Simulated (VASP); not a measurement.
## SnO2: single point with PBE+D3(BJ)

Crystal: SnO2.

```
CELL_PARAMETERS angstrom
1.61863 -2.80354 0.00000
1.61863 0.93451 4.29183
-4.85588 -2.80354 0.00000
ATOMIC_POSITIONS crystal
Sn 0.50840 0.45902 0.98746
Sn 0.99160 0.54098 0.51254
O 0.49602 0.74604 0.76464
O 0.00398 0.71556 0.22256
O 0.49602 0.28444 0.27744
O 0.00398 0.25396 0.73536
```

This cell differs from its parent crystal: atoms displaced along several vibrational modes.

```
Program                : VASP 6.6.1
Task                   : single point
Functional             : PBE
Dispersion             : D3(BJ)
Potentials or basis    : VASP PAW PBE potentials, release 64 (Sn_d, O)
Cutoff                 : 520 eV
k mesh                 : 8 × 6 × 6
Occupations            : gaussian, width 0.05 eV
Spin                   : no spin polarisation
Dipole correction      : no
Further INCAR settings : ALGO = Normal; EDIFF = 1e-06; NBANDS = 35
```

| Item | Value |
| --- | --- |
| Pressure | -0.7 GPa |
| Largest force | 0.479 eV/Å |
| Band gap on the k mesh | 1.32 eV (least direct gap 1.35 eV) |
| Dispersion energy per atom | -0.201 eV |

Forces on the atoms (eV/Å):
```
Sn  -0.195  0.241  0.365
Sn   0.195 -0.241 -0.365
O    0.060  0.027 -0.006
O   -0.028  0.018 -0.007
O    0.028 -0.018  0.007
O   -0.060 -0.027  0.006
```

Stress tensor (GPa, compression positive):
```
-0.22 -0.21 -0.19
-0.21 -0.14 -0.14
-0.19 -0.14 -1.67
```

Levels at points of the mesh, in eV from the valence-band top:
```
           k point  band 24  band 25  band 26  band 27  band 28  band 29
(0.00, 0.00, 0.00)    -0.64    -0.25    -0.03     1.32     4.38     5.53
(0.50, 0.00, 0.00)    -1.21    -0.24    -0.22     5.20     5.27     8.45
(0.00, 0.50, 0.00)    -1.12    -1.01    -0.95     3.34     4.83     5.90
(0.50, 0.50, 0.00)    -0.74    -0.38    -0.35     5.33     5.37     8.28
(0.00, 0.00, 0.50)    -0.69    -0.34     0.00     3.65     3.99     6.47
(0.50, 0.00, 0.50)    -1.09    -1.01    -0.99     5.00     5.00     7.70
(0.00, 0.50, 0.50)    -0.79    -0.66    -0.58     4.12     4.43     7.25
(0.50, 0.50, 0.50)    -0.64    -0.15    -0.14     4.56     4.59     6.50
```

Run time: 3.5 min on 1 thread of AMD EPYC 9R45 96-Core Processor (Zen 5), on a shared host, peak memory 0.39 GiB.

Caveat: the cell differs from its parent crystal (atoms displaced along several vibrational modes); spin-orbit coupling is left out, which moves the levels of the heavy elements. A k mesh can miss the band edges.
